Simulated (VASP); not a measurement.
# CdSe (R3m) in VASP: dielectric tensor with r2SCAN

Aim: the dielectric tensor of CdSe with r2SCAN.

Program: VASP 6.6.1. These are calculated values, not measurements. Logs are shortened: lines on timing, memory, paths and dates and some standing lists are left out, and cuts for length are marked.

## (1) The cell of the first run

It takes space group R3m (No. 160, trigonal). Conventional cell: a = 4.382 Å, b = 4.382 Å, c = 10.526 Å, α = 90.00°, β = 90.00°, γ = 120.00°. Cd (site symmetry 3m) has 4 Se at 2.66 to 2.67 Å within 3.5 Å. Se (site symmetry 3m) has 4 Cd at 2.66 to 2.67 Å within 3.5 Å.

## (2) Dielectric tensor, r2SCAN (epitaxial 111 strain +1.0%)

File INCAR:

```
SYSTEM = CdSe
PREC = Accurate ; ENCUT = 520
EDIFF = 1E-8 ; ISMEAR = 0
SIGMA = 0.01 ; LREAL = .False.
LASPH = .True. ; NELM = 60
ALGO = Normal ; ISIF = 2
LWAVE = .False. ; LCHARG = .False.
METAGGA = R2SCAN ; LMIXTAU = .True.
LCALCEPS = .True.
```

File KPOINTS:

```
regular mesh
0
Gamma
  6 6 6
  0 0 0
```

File POSCAR:

```
CdSe
1.0
   -0.0398307578      3.0586280172      3.0586280172
    3.0586280172     -0.0398307578      3.0586280172
    3.0586280172      3.0586280172     -0.0398307578
Cd Se
1 1
Direct
   -0.0013673382     -0.0013673382     -0.0013673382
    0.2513673382      0.2513673382      0.2513673382
```

Potentials or basis: VASP PAW PBE potentials, release 64 (Cd, Se).

The run is started by

```
$ cat potpaw_PBE.64/Cd/POTCAR potpaw_PBE.64/Se/POTCAR > POTCAR
$ mpirun -np 1 vasp_std > vasp.out
```

OUTCAR:

```text
SYSTEM = CdSe
   PREC = Accurate
   ENCUT = 520
   EDIFF = 1E-8
   ISMEAR = 0
   LREAL = .False.
   LASPH = .True.
   NELM = 60
   ISIF = 2
   METAGGA = R2SCAN

 ion  position               nearest neighbor table
   1  0.999  0.999  0.999-   2 2.66   2 2.67   2 2.67   2 2.67
   2  0.251  0.251  0.251-   1 2.66   1 2.67   1 2.67   1 2.67

  LATTYP: Found a trigonal (rhomboedric) cell.
 ALAT       =     4.3257366060
 COS(alpha) =     0.4869362855

  Lattice vectors:

 A1 = (  -0.0398307578,   3.0586280172,   3.0586280172)
 A2 = (   3.0586280172,  -0.0398307578,   3.0586280172)
 A3 = (   3.0586280172,   3.0586280172,  -0.0398307578)

Analysis of symmetry for initial positions (statically):
=====================================================================
 Subroutine PRICEL returns:
 Original cell was already a primitive cell.

 Routine SETGRP: Setting up the symmetry group for a
 trigonal (rhombohedral) supercell.

 Subroutine GETGRP returns: Found  6 space group operations
 (whereof  6 operations were pure point group operations)
 out of a pool of 12 trial point group operations.

The static configuration has the point symmetry C_3v.

Analysis of symmetry for dynamics (positions and initial velocities):
=====================================================================
 Subroutine PRICEL returns:
 Original cell was already a primitive cell.

 Routine SETGRP: Setting up the symmetry group for a
 trigonal (rhombohedral) supercell.

 Subroutine GETGRP returns: Found  6 space group operations
 (whereof  6 operations were pure point group operations)
 out of a pool of 12 trial point group operations.

The dynamic configuration has the point symmetry C_3v.

 Subroutine INISYM returns: Found  6 space group operations
 (whereof  6 operations are pure point group operations),
 and found     1 'primitive' translations

----------------------------------------------------------------------------------------

                                     Primitive cell

  volume of cell :      58.3460

  direct lattice vectors                    reciprocal lattice vectors
    -0.039830758  3.058628017  3.058628017    -0.160312947  0.162428155  0.162428155
     3.058628017 -0.039830758  3.058628017     0.162428155 -0.160312947  0.162428155
     3.058628017  3.058628017 -0.039830758     0.162428155  0.162428155 -0.160312947

  length of vectors
     4.325736606  4.325736606  4.325736606     0.280117926  0.280117926  0.280117926

  position of ions in fractional coordinates (direct lattice)
     0.998632662  0.998632662  0.998632662
     0.251367338  0.251367338  0.251367338

  ion indices of the primitive-cell ions
   primitive index   ion index
                 1           1
                 2           2

----------------------------------------------------------------------------------------

 KPOINTS: regular mesh

Automatic generation of k-mesh.
 Grid dimensions read from file:
 generate k-points for:    6    6    6

 Generating k-lattice:

  Cartesian coordinates                     Fractional coordinates (reciprocal lattice)
    -0.026718824  0.027071359  0.027071359     0.166666667 -0.000000000 -0.000000000
     0.027071359 -0.026718824  0.027071359    -0.000000000  0.166666667 -0.000000000
     0.027071359  0.027071359 -0.026718824    -0.000000000 -0.000000000  0.166666667

  Length of vectors
     0.046686321  0.046686321  0.046686321

  Shift w.r.t. Gamma in fractional coordinates (k-lattice)
     0.000000000  0.000000000  0.000000000

 Subroutine IBZKPT returns following result:
 ===========================================

 Found     32 irreducible k-points:

 Following reciprocal coordinates:
            Coordinates               Weight
  0.000000  0.000000  0.000000      1.000000
[... 32 lines left out ...]
 SYSTEM =  CdSe
   PREC   = accura    normal or accurate (medium, high low for compatibility)
   ISTART =      0    job   : 0-new  1-cont  2-samecut
   ICHARG =      2    charge: 1-file 2-atom 10-const
   ISPIN  =      1    spin polarized calculation?
   LNONCOLLINEAR =      F non collinear calculations
   LSORBIT =      F    spin-orbit coupling
   LASPH  =      T    aspherical Exc in radial PAW
   ENCUT  =  520.0 eV  38.22 Ry    6.18 a.u.   8.04  8.04  8.04*2*pi/ulx,y,z
   NELM   =     60;   NELMIN=  2; NELMDL= -5     # of ELM steps
   EDIFF  = 0.1E-07   stopping-criterion for ELM
   LREAL  =      F    real-space projection
   EDIFFG = 0.1E-06   stopping-criterion for IOM
   NSW    =      0    number of steps for IOM
   IBRION =     -1    ionic relax: 0-MD 1-quasi-New 2-CG
   NFREE  =      0    steps in history (QN), initial steepest desc. (CG)
   ISIF   =      2    stress and relaxation
   ISYM   =      2    0-nonsym 1-usesym 2-fastsym
   POTIM  = 0.5000    time-step for ionic-motion
   TEBEG  =    0.0;   TEEND  =   0.0 temperature during run
   PSTRESS=    0.0 pullay stress
   NELECT =      18.0000    total number of electrons
   NUPDOWN=      -1.0000    fix difference up-down
   EMIN   =  10.00;   EMAX   =-10.00  energy-range for DOS
   EFERMI =   0.00;   METHOD = LEGACY
   ISMEAR =     0;   SIGMA  =   0.01  broadening in eV -4-tet -1-fermi 0-gaus
   EFERMI_NEDOS =   21; number of points for ismear=-14 and -15
   IALGO  =     38    algorithm
   IMIX   =      4    mixing-type and parameters
     AMIX     =   0.40;   BMIX     =  1.00
     AMIX_MAG =   1.60;   BMIX_MAG =  1.00
  volume/ion in A,a.u.               =      29.17       196.87
  Fermi-wavevector in a.u.,A,eV,Ry     =   1.106187  2.090391 16.648772  1.223650
  Thomas-Fermi vector in A             =   2.242685
   LORBIT       =      0    0 simple, 1 ext, 2 COOP (PROOUT), +10 PAW based schemes
   METAGGA = R2SCAN    functional components
   LHFCALC =     F    Hartree Fock is set to
   AEXX    =    0.0000 exact exchange contribution
   IVDW    =     0    specifies the selected vdW correction
   LEPSILON=     F    determine dielectric tensor
   LRPA    =     F    only Hartree local field effects (RPA)
   LRPA       =     F
 non-spin polarized calculation
 Gauss-broadening in eV      SIGMA  =   0.01
  energy-cutoff  :      520.00
  volume of cell :       58.35
 maximum number of plane-waves:      1585
   NGX = 17   NGY = 17   NGZ = 17

 number of electron      18.0000006 magnetization

 Free energy of the ion-electron system (eV)
  ---------------------------------------------------
  ext. energy  EPLUGINS =         0.00000000
  ---------------------------------------------------
  free energy    TOTEN  =       -35.91135123 eV

  energy without entropy =      -35.91135123  energy(sigma->0) =      -35.91135123

 E-fermi :   0.4925     XC(G=0):  -9.2534

 val. band max:        0.4138418807   @ k =   0.0000   0.0000   0.0000
 cond. band min:   10000.0000000000   @ k =   0.0000   0.0000   0.0000
 fundamental gap:   9999.5861581193
 Fermi energy:         0.4925070484

 k-point     1 :       0.0000    0.0000    0.0000
  band No.  band energies     occupation
      1     -12.4513      2.00000
      2      -7.6956      2.00000
      3      -7.6948      2.00000
      4      -7.6879      2.00000
      5      -7.3325      2.00000
      6      -7.3325      2.00000
      7       0.3338      2.00000
      8       0.3339      2.00000
      9       0.4138      2.00000
     10   10000.0000      0.00000
     11   10000.0000      0.00000
     12   10000.0000      0.00000
     13   10000.0000      0.00000
[... 354 lines left out ...]
  band No.  band energies     occupation
      1     -11.9930      2.00000
      2      -7.5088      2.00000
      3      -7.4941      2.00000
      4      -7.3922      2.00000
      5      -7.3060      2.00000
      6      -6.9058      2.00000
      7      -3.4727      2.00000
      8      -1.7091      2.00000
      9      -1.6260      2.00000
     10   10000.0000      0.00000
     11   10000.0000      0.00000
     12   10000.0000      0.00000
     13   10000.0000      0.00000

 [... further k-points ...]

------------------------ aborting loop because EDIFF is reached ----------------------------------------

            Ionic dipole moment: p[ion]=(     9.06628     9.06628     9.06628 ) |e| Angst

 Total electronic dipole moment: p[elc]=(     0.05656     0.05656     0.07409 ) |e| Angst

 MACROSCOPIC STATIC DIELECTRIC TENSOR (including local field effects)
 ------------------------------------------------------
           6.402245    -0.035755    -0.035755
          -0.035755     6.402245    -0.035755
          -0.035755    -0.035755     6.402245
 ------------------------------------------------------

 PIEZOELECTRIC TENSOR (including local field effects) (e Angst)
          XX          YY          ZZ          XY          YZ          ZX
  --------------------------------------------------------------------------------
  x    -0.08214     0.05519     0.05519    -0.01203    -2.34052    -0.01203
  y     0.05519    -0.08214     0.05519    -0.01203    -0.01203    -2.34052
  z     0.05519     0.05519    -0.08214    -2.34052    -0.01203    -0.01203

 PIEZOELECTRIC TENSOR (including local field effects) (C/m^2)
          XX          YY          ZZ          XY          YZ          ZX
  --------------------------------------------------------------------------------
  x    -0.02256     0.01515     0.01515    -0.00330    -0.64271    -0.00330
  y     0.01515    -0.02256     0.01515    -0.00330    -0.00330    -0.64271
  z     0.01515     0.01515    -0.02256    -0.64271    -0.00330    -0.00330

 BORN EFFECTIVE CHARGES (including local field effects) (in |e|, cummulative output)
 ---------------------------------------------------------------------------------
 ion    1
    1     2.27240    -0.02303    -0.02303
    2    -0.02303     2.27240    -0.02303
    3    -0.02303    -0.02303     2.27240
 ion    2
    1    -2.27240     0.02303     0.02303
    2     0.02303    -2.27240     0.02303
    3     0.02303     0.02303    -2.27240

  FORCE on cell =-STRESS in cart. coord.  units (eV):
  Direction    XX          YY          ZZ          XY          YZ          ZX
  --------------------------------------------------------------------------------------
  -------------------------------------------------------------------------------------
  Total       -0.1259835     -0.1259835     -0.1259835      0.1056449      0.1056449      0.1056449
  in kB       -3.4594987     -3.4594987     -3.4594987      2.9010034      2.9010034      2.9010034
  external PRESSURE =      -3.4594987 kB  Pullay stress =       0.0000000 kB

 VOLUME and BASIS-vectors are now :
 -----------------------------------------------------------------------------
  energy-cutoff  :      520.00
  volume of cell :       58.35
      direct lattice vectors                 reciprocal lattice vectors
    -0.039830758  3.058628017  3.058628017    -0.160312947  0.162428155  0.162428155
     3.058628017 -0.039830758  3.058628017     0.162428155 -0.160312947  0.162428155
     3.058628017  3.058628017 -0.039830758     0.162428155  0.162428155 -0.160312947

 POSITION                                       TOTAL-FORCE (eV/Angst)
 -----------------------------------------------------------------------------------
      6.06912      6.06912      6.06912        -0.000225     -0.000225     -0.000225
      1.52767      1.52767      1.52767         0.000225      0.000225      0.000225
 -----------------------------------------------------------------------------------
    total drift:                               -0.000333     -0.000333     -0.000333

  FREE ENERGIE OF THE ION-ELECTRON SYSTEM (eV)
  ---------------------------------------------------
  free  energy   TOTEN  =       -35.9113512268 eV

  energy  without entropy=      -35.9113512268  energy(sigma->0) =      -35.91135123
```

Wall time 55 min (1 thread of Oxide Virtual Turin-like, shared host); peak memory 0.35 GiB.

What came out:

```
Band gap on the k mesh                  : 0.95 eV
Electronic dielectric tensor (diagonal) : 6.40
Born charges (mean of the diagonal)     : Cd +2.27; Se -2.27 e
```

Levels at points of the mesh, in eV from the valence-band top:
```
           k point  band 5  band 6  band 7  band 8  band 9  band 10  band 11  band 12  band 13
(0.00, 0.00, 0.00)   -7.75   -7.75   -0.08   -0.08    0.00     0.95     6.35     6.35     6.57
(0.50, 0.00, 0.00)   -7.72   -7.48   -4.28   -0.78   -0.70     2.80     6.89     6.90     7.64
(0.50, 0.50, 0.00)   -7.69   -7.40   -3.97   -1.87   -1.76     3.45     4.08     9.43    10.67
(0.50, 0.50, 0.50)   -7.72   -7.45   -4.21   -0.81   -0.81     2.63     6.76     6.76     7.70
```

Electronic dielectric tensor:
```
 6.40 -0.04 -0.04
-0.04  6.40 -0.04
-0.04 -0.04  6.40
```

Born effective charge tensors (e):
atom 1, Cd
```
 2.27 -0.02 -0.02
-0.02  2.27 -0.02
-0.02 -0.02  2.27
```
atom 2, Se
```
-2.27  0.02  0.02
 0.02 -2.27  0.02
 0.02  0.02 -2.27
```

Dipole moments of the cell (e·Å, modulo the quantum): ionic 9.066, 9.066, 9.066; electronic 0.057, 0.057, 0.074

Caveat: the cell differs from its parent crystal (epitaxial 111 strain +1.0%); the structure was generated, so it needn't be the stable form of CdSe; the PAW data sets were made with another functional, which shifts forces and pressure a little.

The gap in the log of VASP goes by the Fermi energy; the results here count the filled bands.